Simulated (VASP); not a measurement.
# SnO2 (P4_2/mnm) in VASP: further runs

The runs below take SnO2 through relaxation of shape and atoms at fixed volume, single point, with r2SCAN.

Everything below comes from runs of VASP 6.6.1. Logs are shortened: lines on timing, memory, paths and dates and some standing lists are left out, and cuts for length are marked.

## 1. The cell of the first run

It takes space group P4_2/mnm (No. 136, tetragonal). Conventional cell: a = 4.712 Å, b = 4.712 Å, c = 3.168 Å, α = 90.00°, β = 90.00°, γ = 90.00°. Sn (site symmetry mmm) has 6 O at 2.04 to 2.05 Å within 2.7 Å. Within 2.7 Å of O (site symmetry m2m) lie 3 Sn at 2.04 to 2.05 Å and 1 O at 2.59 Å.

## 2. Relaxation of shape and atoms at fixed volume, r2SCAN (11.72 Å³/atom)

POSCAR reads:

```
SnO2
1.0
    4.7118590315      0.0000000000      0.0000000000
    0.0000000000      4.7118590315      0.0000000000
    0.0000000000      0.0000000000      3.1684798626
Sn O
2 4
Direct
    0.0000000000      0.0000000000      0.0000000000
    0.5000000000      0.5000000000      0.5000000000
    0.3059109373      0.3059109373      0.0000000000
    0.1940890627      0.8059109373      0.5000000000
    0.6940890627      0.6940890627      0.0000000000
    0.8059109373      0.1940890627      0.5000000000
```

INCAR.step1 reads:

```
  PREC = Accurate
  ENCUT = 600
  ISMEAR = 0
  SIGMA = 0.02
  LREAL = F
  LASPH = T
  NELM = 100
  GGA = PE
  ALGO = Normal
  EDIFF = 1E-4
  LWAVE = T
  LCHARG = F
```

INCAR.step2 reads:

```
  PREC = Accurate
  ENCUT = 600
  EDIFF = 1E-7
  ISMEAR = 0
  SIGMA = 0.02
  LREAL = F
  LASPH = T
  NELM = 100
  ALGO = Normal
  ISIF = 4
  LWAVE = F
  LCHARG = F
  METAGGA = R2SCAN
  LMIXTAU = T
  IBRION = 2
  NSW = 50
  EDIFFG = -0.01
  ISTART = 1
```

KPOINTS reads:

```
Automatic mesh
0
Gamma
  6 6 8
```

Potentials or basis: VASP PAW PBE potentials, release 64 (Sn_d, O).

Run with:

```sh
cat potpaw_PBE.64/Sn_d/POTCAR potpaw_PBE.64/O/POTCAR > POTCAR
cp INCAR.step1 INCAR
mpirun -np 1 vasp_std > vasp.out
cp INCAR.step2 INCAR
mpirun -np 1 vasp_std > vasp.out
```

OUTCAR:

```text
PREC = Accurate
   ENCUT = 600
   EDIFF = 1E-7
   ISMEAR = 0
   LREAL = F
   LASPH = T
   NELM = 100
   ISIF = 4
   METAGGA = R2SCAN
   IBRION = 2
   NSW = 50
   EDIFFG = -0.01
   ISTART = 1

 ion  position               nearest neighbor table
   1  0.000  0.000  0.000-   3 2.04   5 2.04   4 2.05   6 2.05   4 2.05   6 2.05   2 3.69   2 3.69
                             2 3.69   2 3.69   2 3.69   2 3.69   2 3.69   2 3.69
   2  0.500  0.500  0.500-   4 2.04   6 2.04   5 2.05   3 2.05   3 2.05   5 2.05   1 3.69   1 3.69
                             1 3.69   1 3.69   1 3.69   1 3.69   1 3.69   1 3.69
   3  0.306  0.306  0.000-   1 2.04   2 2.05   2 2.05
   4  0.194  0.806  0.500-   2 2.04   1 2.05   1 2.05
   5  0.694  0.694  0.000-   1 2.04   2 2.05   2 2.05
   6  0.806  0.194  0.500-   2 2.04   1 2.05   1 2.05

  LATTYP: Found a simple tetragonal cell.
 ALAT       =     4.7118590315
 C/A-ratio  =     0.6724479322

  Lattice vectors:

 A1 = (   4.7118590315,   0.0000000000,   0.0000000000)
 A2 = (   0.0000000000,   4.7118590315,   0.0000000000)
 A3 = (   0.0000000000,   0.0000000000,   3.1684798626)

Analysis of symmetry for initial positions (statically):
=====================================================================
 Subroutine PRICEL returns:
 Original cell was already a primitive cell.

 Routine SETGRP: Setting up the symmetry group for a
 simple tetragonal supercell.

 Subroutine GETGRP returns: Found 16 space group operations
 (whereof  8 operations were pure point group operations)
 out of a pool of 16 trial point group operations.

The static configuration has the point symmetry D_2h.
 The point group associated with its full space group is D_4h.

Analysis of symmetry for dynamics (positions and initial velocities):
=====================================================================
 Subroutine PRICEL returns:
 Original cell was already a primitive cell.

 Routine SETGRP: Setting up the symmetry group for a
 simple tetragonal supercell.

 Subroutine GETGRP returns: Found 16 space group operations
 (whereof  8 operations were pure point group operations)
 out of a pool of 16 trial point group operations.

The dynamic configuration has the point symmetry D_2h.
 The point group associated with its full space group is D_4h.

 Subroutine INISYM returns: Found 16 space group operations
 (whereof  8 operations are pure point group operations),
 and found     1 'primitive' translations

----------------------------------------------------------------------------------------

                                     Primitive cell

  volume of cell :      70.3454

  direct lattice vectors                    reciprocal lattice vectors
     4.711859032  0.000000000  0.000000000     0.212230458  0.000000000  0.000000000
     0.000000000  4.711859032  0.000000000     0.000000000  0.212230458  0.000000000
     0.000000000  0.000000000  3.168479863     0.000000000  0.000000000  0.315608760

  length of vectors
     4.711859032  4.711859032  3.168479863     0.212230458  0.212230458  0.315608760

  position of ions in fractional coordinates (direct lattice)
     0.000000000  0.000000000  0.000000000
     0.500000000  0.500000000  0.500000000
     0.305910937  0.305910937  0.000000000
     0.194089063  0.805910937  0.500000000
     0.694089063  0.694089063  0.000000000
     0.805910937  0.194089063  0.500000000

  ion indices of the primitive-cell ions
   primitive index   ion index
                 1           1
                 2           2
                 3           3
                 4           4
                 5           5
                 6           6

----------------------------------------------------------------------------------------

 KPOINTS: Automatic mesh

Automatic generation of k-mesh.
 Grid dimensions read from file:
 generate k-points for:    6    6    8

 Generating k-lattice:

  Cartesian coordinates                     Fractional coordinates (reciprocal lattice)
     0.035371743  0.000000000  0.000000000     0.166666667  0.000000000  0.000000000
     0.000000000  0.035371743  0.000000000     0.000000000  0.166666667  0.000000000
     0.000000000  0.000000000  0.039451095     0.000000000  0.000000000  0.125000000

  Length of vectors
     0.035371743  0.035371743  0.039451095

  Shift w.r.t. Gamma in fractional coordinates (k-lattice)
     0.000000000  0.000000000  0.000000000

 Subroutine IBZKPT returns following result:
 ===========================================

 Found     50 irreducible k-points:

 Following reciprocal coordinates:
            Coordinates               Weight
  0.000000  0.000000  0.000000      1.000000
  0.166667  0.000000  0.000000      4.000000
  0.333333  0.000000  0.000000      4.000000
  0.500000  0.000000  0.000000      2.000000
  0.166667  0.166667  0.000000      4.000000
  0.333333  0.166667  0.000000      8.000000
[... 16 lines left out ...]
  0.333333  0.000000  0.250000      8.000000
  0.500000  0.000000  0.250000      4.000000
 [... further k-points ...]
   k-points           NKPTS =     50   k-points in BZ     NKDIM =     50   number of bands    NBANDS=     31
   number of dos      NEDOS =    301   number of ions     NIONS =      6
   total plane-waves  NPLWV =  44800
   dimension x,y,z NGX =    40 NGY =   40 NGZ =   28
   dimension x,y,z NGXF=    80 NGYF=   80 NGZF=   56
   ions per type =               2   4
   NGX,Y,Z   is equivalent  to a cutoff of  14.11, 14.11, 14.69 a.u.
   NGXF,Y,Z  is equivalent  to a cutoff of  28.23, 28.23, 29.38 a.u.
 SYSTEM =  unknown system
   PREC   = accura    normal or accurate (medium, high low for compatibility)
   ISTART =      1    job   : 0-new  1-cont  2-samecut
   ICHARG =      0    charge: 1-file 2-atom 10-const
   ISPIN  =      1    spin polarized calculation?
   LNONCOLLINEAR =      F non collinear calculations
   LSORBIT =      F    spin-orbit coupling
   LASPH  =      T    aspherical Exc in radial PAW
   ENCUT  =  600.0 eV  44.10 Ry    6.64 a.u.   9.41  9.41  6.33*2*pi/ulx,y,z
   NELM   =    100;   NELMIN=  2; NELMDL=  0     # of ELM steps
   EDIFF  = 0.1E-06   stopping-criterion for ELM
   LREAL  =      F    real-space projection
   EDIFFG = -.1E-01   stopping-criterion for IOM
   NSW    =     50    number of steps for IOM
   IBRION =      2    ionic relax: 0-MD 1-quasi-New 2-CG
   NFREE  =      1    steps in history (QN), initial steepest desc. (CG)
   ISIF   =      4    stress and relaxation
   ISYM   =      2    0-nonsym 1-usesym 2-fastsym
   POTIM  = 0.5000    time-step for ionic-motion
   TEBEG  =    0.0;   TEEND  =   0.0 temperature during run
   PSTRESS=    0.0 pullay stress
   NELECT =      52.0000    total number of electrons
   NUPDOWN=      -1.0000    fix difference up-down
   EMIN   =  10.00;   EMAX   =-10.00  energy-range for DOS
   EFERMI =   0.00;   METHOD = LEGACY
   ISMEAR =     0;   SIGMA  =   0.02  broadening in eV -4-tet -1-fermi 0-gaus
   EFERMI_NEDOS =   21; number of points for ismear=-14 and -15
   IALGO  =     38    algorithm
   IMIX   =      4    mixing-type and parameters
     AMIX     =   0.40;   BMIX     =  1.00
     AMIX_MAG =   1.60;   BMIX_MAG =  1.00
  volume/ion in A,a.u.               =      11.72        79.12
  Fermi-wavevector in a.u.,A,eV,Ry     =   1.480235  2.797239 29.811680  2.191097
  Thomas-Fermi vector in A             =   2.594295
   LORBIT       =      0    0 simple, 1 ext, 2 COOP (PROOUT), +10 PAW based schemes
   METAGGA = R2SCAN    functional components
   LHFCALC =     F    Hartree Fock is set to
   AEXX    =    0.0000 exact exchange contribution
   IVDW    =     0    specifies the selected vdW correction
   LEPSILON=     F    determine dielectric tensor
   LRPA    =     F    only Hartree local field effects (RPA)
 conjugate gradient relaxation of ions
 non-spin polarized calculation
 Gauss-broadening in eV      SIGMA  =   0.02
  energy-cutoff  :      600.00
  volume of cell :       70.35
 maximum number of plane-waves:      2372
 NGX is ok and might be reduce to    40
   NGX = 19   NGY = 19   NGZ = 13

--------------------------------------- Ionic step        1  -------------------------------------------

 number of electron      51.9999987 magnetization

 Free energy of the ion-electron system (eV)
  ---------------------------------------------------
  ext. energy  EPLUGINS =         0.00000000
  ---------------------------------------------------
  free energy    TOTEN  =       -84.57809130 eV

  energy without entropy =      -84.57809130  energy(sigma->0) =      -84.57809130

------------------------ aborting loop because EDIFF is reached ----------------------------------------

  FORCE on cell =-STRESS in cart. coord.  units (eV):
  Direction    XX          YY          ZZ          XY          YZ          ZX
  --------------------------------------------------------------------------------------
  -------------------------------------------------------------------------------------
  Total        3.2106676      3.2106676      4.3056848      0.0000000      0.0000000      0.0000000
  in kB       73.1257602     73.1257602     98.0657343      0.0000000      0.0000000      0.0000000
  external PRESSURE =      81.4390849 kB  Pullay stress =       0.0000000 kB

 VOLUME and BASIS-vectors are now :
 -----------------------------------------------------------------------------
  energy-cutoff  :      600.00
  volume of cell :       70.35
      direct lattice vectors                 reciprocal lattice vectors
     4.711859032  0.000000000  0.000000000     0.212230458  0.000000000  0.000000000
     0.000000000  4.711859032  0.000000000     0.000000000  0.212230458  0.000000000
     0.000000000  0.000000000  3.168479863     0.000000000  0.000000000  0.315608760
[... 81 lines left out ...]
 POSITION                                       TOTAL-FORCE (eV/Angst)
 -----------------------------------------------------------------------------------
      0.00000      0.00000      0.00000         0.000000     -0.000000      0.000000
      2.35070      2.35070      1.59129         0.000000     -0.000000      0.000000
      1.43451      1.43451      0.00000         0.022517      0.022517      0.000000
      0.91619      3.78522      1.59129        -0.022517      0.022517      0.000000
      3.26689      3.26689      0.00000        -0.022517     -0.022517      0.000000
      3.78522      0.91619      1.59129         0.022517     -0.022517      0.000000
 -----------------------------------------------------------------------------------
    total drift:                               -0.000000      0.000000     -0.000000

  FREE ENERGIE OF THE ION-ELECTRON SYSTEM (eV)
  ---------------------------------------------------
  free  energy   TOTEN  =       -84.5820367779 eV

  energy  without entropy=      -84.5820367779  energy(sigma->0) =      -84.58203678

--------------------------------------- Ionic step        4  -------------------------------------------

 number of electron      51.9999985 magnetization

 Free energy of the ion-electron system (eV)
  ---------------------------------------------------
  ext. energy  EPLUGINS =         0.00000000
  ---------------------------------------------------
  free energy    TOTEN  =       -84.58220962 eV

  energy without entropy =      -84.58220962  energy(sigma->0) =      -84.58220962

 E-fermi :   6.0572     XC(G=0): -12.1478

 val. band max:        5.9152387408   @ k =   0.0000   0.0000   0.0000
 cond. band min:       8.0506757885   @ k =   0.0000   0.0000   0.0000
 fundamental gap:      2.1354370476
 Fermi energy:         6.0571504783

 k-point     1 :       0.0000    0.0000    0.0000
  band No.  band energies     occupation
      1     -15.8799      2.00000
      2     -14.8799      2.00000
      3     -14.5292      2.00000
      4     -14.5292      2.00000
      5     -14.5260      2.00000
      6     -14.5052      2.00000
[... 805 lines left out ...]
     30      15.6400      0.00000
     31      16.6182      0.00000

 [... further k-points ...]
[... 5 lines left out ...]
  --------------------------------------------------------------------------------------
  -------------------------------------------------------------------------------------
  Total        3.3613079      3.3613079      3.3884558      0.0000000      0.0000000      0.0000000
  in kB       76.5567252     76.5567252     77.1750422      0.0000000      0.0000000      0.0000000
  external PRESSURE =      76.7628309 kB  Pullay stress =       0.0000000 kB

 VOLUME and BASIS-vectors are now :
 -----------------------------------------------------------------------------
  energy-cutoff  :      600.00
  volume of cell :       70.35
      direct lattice vectors                 reciprocal lattice vectors
     4.699252477 -0.000000000  0.000000000     0.212799803 -0.000000000  0.000000000
     0.000000000  4.699252477  0.000000000     0.000000000  0.212799803  0.000000000
     0.000000000  0.000000000  3.185502651     0.000000000  0.000000000  0.313922200

 POSITION                                       TOTAL-FORCE (eV/Angst)
 -----------------------------------------------------------------------------------
      0.00000      4.69925      0.00000        -0.000000      0.000000      0.000000
      2.34963      2.34963      1.59275        -0.000000      0.000000      0.000000
      1.43473      1.43473      3.18550         0.003979      0.003979      0.000000
      0.91489      3.78436      1.59275        -0.003979      0.003979      0.000000
      3.26452      3.26452      0.00000        -0.003979     -0.003979     -0.000000
      3.78436      0.91489      1.59275         0.003979     -0.003979     -0.000000
 -----------------------------------------------------------------------------------
    total drift:                               -0.000000      0.000000     -0.000000

  FREE ENERGIE OF THE ION-ELECTRON SYSTEM (eV)
  ---------------------------------------------------
  free  energy   TOTEN  =       -84.5822096187 eV

  energy  without entropy=      -84.5822096187  energy(sigma->0) =      -84.58220962

 reached required accuracy - stopping structural energy minimisation
```

Run time: 10 min. Hardware: 1 thread of Intel Xeon 6975P-C (Granite Rapids), shared host; peak memory 0.29 GiB.

What came out:

| Item | Value |
| --- | --- |
| Free energy | -84.5822 eV |
| Energy gained by relaxing | 0.7 meV/atom |
| Ionic steps | 4 |
| Pressure after relaxing | 7.7 GPa |
| Largest force after relaxing | 0.006 eV/Å |
| Band gap on the k mesh | 2.14 eV |

Forces in eV/Å, atoms in the order of the input:
```
Sn   0.000  0.000  0.000
Sn   0.000  0.000  0.000
O    0.004  0.004  0.000
O   -0.004  0.004  0.000
O   -0.004 -0.004  0.000
O    0.004 -0.004  0.000
```

Step by step:
| step | energy change (eV) | largest force (eV/Å) | pressure (GPa) | volume (Å³) |
| --- | --- | --- | --- | --- |
| 1 | 0.0000 | 0.1436 | 8.14 | 70.35 |
| 2 | -0.0035 | 0.0871 | 7.57 | 70.35 |
| 3 | -0.0039 | 0.0318 | 7.70 | 70.35 |
| 4 | -0.0041 | 0.0056 | 7.68 | 70.35 |

Final structure:
```xyz
6
Lattice="4.6993 0.0000 0.0000 0.0000 4.6993 0.0000 0.0000 0.0000 3.1855" Properties=species:S:1:pos:R:3 pbc="T T T"
Sn    0.0000    4.6993    0.0000
Sn    2.3496    2.3496    1.5928
O     1.4347    1.4347    3.1855
O     0.9149    3.7844    1.5928
O     3.2645    3.2645    0.0000
O     3.7844    0.9149    1.5928
```

Caveat: the PAW data sets were made with another functional, which shifts forces and pressure a little; spin-orbit coupling is left out, which moves the levels of the heavy elements.

## 3. Single point, r2SCAN

This run uses another cell than the first one, of 12.09 Å³/atom.

Changes to POSCAR since step 2:

```diff
@@ -2,5 +2,5 @@
 1.0
-    4.7118590315      0.0000000000      0.0000000000
-    0.0000000000      4.7118590315      0.0000000000
-    0.0000000000      0.0000000000      3.1684798626
+    4.7599425467      0.0000000000      0.0000000000
+    0.0000000000      4.7599425467      0.0000000000
+    0.0000000000      0.0000000000      3.2008135230
 Sn O
```

INCAR.step1 reads:

```
SYSTEM = SnO2
PREC = Accurate
ENCUT = 520
ISMEAR = 0
SIGMA = 0.01
LREAL = .FALSE.
LASPH = .TRUE.
NELM = 80
NBANDS = 35
GGA = PE
ALGO = Normal
EDIFF = 1E-4
LWAVE = .TRUE.
LCHARG = .FALSE.
```

INCAR.step2 reads:

```
SYSTEM = SnO2
PREC = Accurate
ENCUT = 520
EDIFF = 1E-6
ISMEAR = 0
SIGMA = 0.01
LREAL = .FALSE.
LASPH = .TRUE.
NELM = 80
ALGO = Normal
ISIF = 2
LWAVE = .FALSE.
LCHARG = .FALSE.
METAGGA = R2SCAN
LMIXTAU = .TRUE.
NBANDS = 35
ISTART = 1
```

KPOINTS reads:

```
Automatic mesh
0
G
  6 6 8
  0 0 0
```

Potentials or basis: VASP PAW PBE potentials, release 64 (Sn_d, O).

Run with:

```sh
cat potpaw_PBE.64/Sn_d/POTCAR potpaw_PBE.64/O/POTCAR > POTCAR
cp INCAR.step1 INCAR
mpirun -np 1 vasp_std > vasp.out
cp INCAR.step2 INCAR
mpirun -np 1 vasp_std > vasp.out
```

It took 8.6 min on 1 thread of Intel Xeon 8259CL, shared host; peak memory 0.24 GiB.

The run converged. Its results:

```yaml
Free_energy: -84.6296 eV
Pressure: 1.1 GPa
Largest_force: 0.028 eV/Å
Band_gap_on_the_k_mesh: 1.79 eV
```

Forces in eV/Å, atoms in the order of the input:
```
Sn   0.000  0.000  0.000
Sn   0.000  0.000  0.000
O   -0.020 -0.020  0.000
O    0.020 -0.020  0.000
O    0.020  0.020  0.000
O   -0.020  0.020  0.000
```

Stress tensor (GPa, compression positive):
```
0.92 0.00 0.00
0.00 0.92 0.00
0.00 0.00 1.42
```

Levels at points of the mesh, in eV from the valence-band top:
| k point | band 24 | band 25 | band 26 | band 27 | band 28 | band 29 |
| --- | --- | --- | --- | --- | --- | --- |
| (0.00, 0.00, 0.00) | -0.78 | -0.78 | 0.00 | 1.79 | 6.81 | 7.05 |
| (0.50, 0.00, 0.00) | -1.17 | -0.62 | -0.62 | 5.00 | 5.00 | 7.81 |
| (0.50, 0.50, 0.00) | -1.30 | -0.92 | -0.92 | 5.44 | 5.44 | 8.22 |
| (0.00, 0.00, 0.50) | -1.67 | -1.27 | -1.27 | 6.87 | 6.87 | 10.53 |
| (0.50, 0.00, 0.50) | -1.11 | -0.69 | -0.69 | 7.15 | 7.15 | 8.85 |
| (0.50, 0.50, 0.50) | -0.96 | -0.85 | -0.85 | 5.52 | 5.52 | 9.65 |

Caveat: the PAW data sets were made with another functional, which shifts forces and pressure a little; spin-orbit coupling is left out, which moves the levels of the heavy elements.
